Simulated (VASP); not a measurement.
Here is a VASP 6.6.1 calculation.

Contents of INCAR:

```
SYSTEM = Ta
ALGO     = Normal         ! electronic algorithm
EDIFF    = 1E-6           ! SCF threshold, eV
ENCUT    = 500            ! plane-wave cutoff, eV
GGA      = PE             ! functional
GGA_COMPAT= .FALSE.      
ISIF     = 2              ! what is computed and relaxed
ISMEAR   = 0              ! smearing method
ISYM     = 0            
LASPH    = .TRUE.         ! aspherical terms in the spheres
LCHARG   = .TRUE.         ! write CHGCAR
LELF     = .TRUE.         ! ELF
LREAL    = .FALSE.        ! projectors in reciprocal space
LVHAR    = .TRUE.       
LWAVE    = .FALSE.        ! write WAVECAR
NBANDS   = 12             ! bands
NELM     = 120            ! most SCF steps
PREC     = Accurate       ! precision mode
SIGMA    = 0.1            ! smearing width, eV
```

Contents of KPOINTS:

```
k-points
0
G
  12 12 14
  0 0 0
```

The input POSCAR:

```
Ta
1.0
    2.8779139358     -0.0171668922      0.4144065445
   -1.4538239326      2.5180969165      0.0000000000
    1.7927800850      1.0350620647      2.8642055500
Ta
1
Direct
    0.0000000000      0.0000000000      0.0000000000
```

Potentials or basis: VASP PAW PBE potentials, release 64 (Ta_pv).

Launch:

```sh
$ cat potpaw_PBE.64/Ta_pv/POTCAR > POTCAR
$ mpirun -np 1 vasp_std > vasp.out
```

(1) What does it give for the pressure?

(2) What does it give for the band gap on the k mesh?

Answers

(1) 4.5 GPa.

(2) zero (an odd number of electrons rules out a gap without spin polarisation).

Caveat: the cell stands under pressure; spin-orbit coupling is left out, which moves the levels of the heavy elements.
